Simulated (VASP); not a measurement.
LiF: single point with PBE

LiF:

```
CELL_PARAMETERS angstrom
3.03972 0.00000 0.00000
-1.51986 2.63248 0.00000
0.00000 0.00000 4.35441
ATOMIC_POSITIONS crystal
Li 0.33333 0.66667 0.38107
Li 0.66667 0.33333 0.88107
F 0.33333 0.66667 0.99393
F 0.66667 0.33333 0.49393
```

This cell differs from its parent crystal: volume 8.711 Å^3 an atom, c/a of the conventional cell 1.4325.

```json
{
  "Program": "VASP 6.6.1",
  "Task": "single point",
  "Functional": "PBE",
  "Potentials or basis": "VASP PAW PBE potentials, release 64 (Li_sv, F)",
  "Cutoff": "520 eV",
  "k mesh": "9 × 9 × 6",
  "Occupations": "gaussian, width 0.05 eV",
  "Spin": "no spin polarisation",
  "Dipole correction": "no",
  "Further INCAR settings": "ALGO = Normal; EDIFF = 1e-06; NBANDS = 18"
}
```

```json
{
  "Largest force": "0.842 eV/Å",
  "Band gap on the k mesh": "8.42 eV, direct"
}
```

Forces on the atoms (eV/Å):
```
Li   0.000  0.000  0.842
Li   0.000  0.000  0.842
F    0.000  0.000 -0.842
F    0.000  0.000 -0.842
```

Levels at points of the mesh, in eV from the valence-band top:
```tsv
k point	band 6	band 7	band 8	band 9	band 10	band 11	band 12	band 13	band 14	band 15
(0.00, 0.00, 0.00)	-0.82	-0.82	-0.28	-0.28	0.00	8.42	13.45	17.04	18.75	18.75
(0.00, 0.00, 0.50)	-1.33	-0.55	-0.55	-0.55	-0.55	10.33	10.33	19.04	19.04	19.04
```

Run time: 43 s on 1 thread of AMD EPYC 7R13, with other jobs on the host, peak memory 0.12 GiB.

 A k mesh can miss the band edges.
